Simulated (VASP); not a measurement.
Input of a VASP 6.6.1 run:

INCAR

```
  PREC = Accurate
  ENCUT = 520
  EDIFF = 1E-7
  ISMEAR = -1
  SIGMA = 0.05
  LREAL = F
  LASPH = T
  NELM = 80
  ALGO = Normal
  ISIF = 2
  LWAVE = F
  LCHARG = F
  GGA = PE
  NBANDS = 19
```

File KPOINTS:

```
regular mesh
0
Gamma
  7 7 7
```

The input POSCAR:

```
SrCl2
1.0
    0.0000000000      3.4649375496      3.4649375496
    3.4649375496      0.0000000000      3.4649375496
    3.4649375496      3.4649375496      0.0000000000
Sr Cl
1 2
Direct
    0.0000000000      0.0000000000      0.0000000000
    0.7500000000      0.7500000000      0.7500000000
    0.2500000000      0.2500000000      0.2500000000
```

Potentials or basis: VASP PAW PBE potentials, release 64 (Sr_sv, Cl).

Command:

```console
$ cat potpaw_PBE.64/Sr_sv/POTCAR potpaw_PBE.64/Cl/POTCAR > POTCAR
$ mpirun -np 1 vasp_std > vasp.out
```

(1) Predict the pressure.

(2) Estimate the band gap on the k mesh.

## Answers

(1) 1.9 GPa.

(2) 5.45 eV (least direct gap 5.70 eV).

Caveat: an odd mesh through Γ misses points on the zone boundary, where band edges can lie.
